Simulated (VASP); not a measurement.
Input of a VASP 6.6.1 run:

The input INCAR:

```
PREC = Accurate ; ENCUT = 560
EDIFF = 1E-6 ; ISMEAR = 0
SIGMA = 0.1 ; LREAL = F
LASPH = T ; NELM = 120
ALGO = Normal ; ISIF = 2
LWAVE = F ; LCHARG = T
GGA = PS ; LELF = T
LVHAR = T ; NBANDS = 23
GGA_COMPAT = F
```

File KPOINTS:

```
Automatic mesh
0
Gamma
  18 18 10
```

File POSCAR:

```
Os
1.0
    2.6983283993      0.0000000000      0.0000000000
   -1.3491641997      2.3368209416      0.0000000000
    0.0000000000      0.0000000000      4.2739006081
Os
2
Direct
    0.3333333333      0.6666666667      0.2500000000
    0.6666666667      0.3333333333      0.7500000000
```

Potentials or basis: VASP PAW PBE potentials, release 64 (Os_sv_GW).

Run with:

```sh
$ cat potpaw_PBE.64/Os_sv_GW/POTCAR > POTCAR
$ mpirun -np 1 vasp_std > vasp.out
```

Task: What does it give for the pressure?

Result: 12.7 GPa.

Task: Estimate the band gap on the k mesh.

Result: Zero (bands 16 and 17 overlap by 4.23 eV).

Caveat: the cell stands under pressure; the PAW data sets were made with another functional, which shifts forces and pressure a little; spin-orbit coupling is left out, which moves the levels of the heavy elements.
